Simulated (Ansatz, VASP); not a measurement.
GeSe3 in VASP and in Ansatz

The input INCAR:

```
PREC = Accurate ; ENCUT = 600
EDIFF = 1E-6 ; ISMEAR = 0
SIGMA = 0.1 ; LREAL = False
LASPH = True ; NELM = 100
ALGO = Normal ; ISIF = 3
LWAVE = False ; LCHARG = False
GGA = PE ; IBRION = 2
NSW = 90 ; EDIFFG = -0.04
```

Contents of KPOINTS:

```
Automatic mesh
0
Gamma
  6 6 6
```

File POSCAR:

```
GeSe3
1.0
   -2.2106147201      2.2106147201      4.9379965177
    2.2106147201     -2.2106147201      4.9379965177
    2.2106147201      2.2106147201     -4.9379965177
Ge Se
1 3
Direct
    0.0000000000      0.0000000000      0.0000000000
    0.5000000000      0.5000000000      0.0000000000
    0.2500000000      0.7500000000      0.5000000000
    0.7500000000      0.2500000000      0.5000000000
```

Input for Ansatz:

```yaml
crystal:
  lattice:
    - [-2.2106147201, 2.2106147201, 4.9379965177]
    - [2.2106147201, -2.2106147201, 4.9379965177]
    - [2.2106147201, 2.2106147201, -4.9379965177]
  atoms:
    - { symbol: Ge, position: [0.0, 0.0, 0.0] }
    - { symbol: Se, position: [0.5, 0.5, 0.0] }
    - { symbol: Se, position: [0.25, 0.75, 0.5] }
    - { symbol: Se, position: [0.75, 0.25, 0.5] }
basis:
  ecutwfc: 420
kpoints:
  mp_grid: { grid: [6, 6, 6] }
hamiltonian:
  xc: pbe
scf:
  occupations: { method: gaussian, width: 0.1 }
  lower_state_search: "off"
output:
  forces: true
  stress: true
  eigenvalues: true
relax:
  adjacent_minimum: "off"
  f_tol: 0.04
  max_steps: 70
  cell: { stress_tol: 0.4 }
```

Alike in both runs: task relaxation of cell and atoms; functional PBE; k mesh 6 × 6 × 6; occupations gaussian, width 0.1 eV; no spin polarisation.

|  | VASP | Ansatz |
| --- | --- | --- |
| version | VASP 6.6.1 | Ansatz 0.2.0 |
| potentials or method | VASP PAW PBE potentials, release 64 (Ge_d, Se), cutoff 600 eV | scalar-relativistic, plane waves, PAW |
| valence electrons in the cell | 32 | 62 |

|  | VASP | Ansatz | Ansatz less VASP |
| --- | --- | --- | --- |
| gap on the k mesh at the Fermi level, each at its own relaxed structure (eV) | none | none | - |
| relaxed volume (Å³/atom) | 26.79 | 27.30 | +0.516 |
| relaxed cell length with the largest relative difference (Å) | 7.944 | 8.074 | +0.1301 |

A gap of «none» marks a metal or a gap that the smearing closes. VASP's potentials hold 32 valence electrons a cell and Ansatz's 62, so a difference there can come from the potentials and not from the codes.
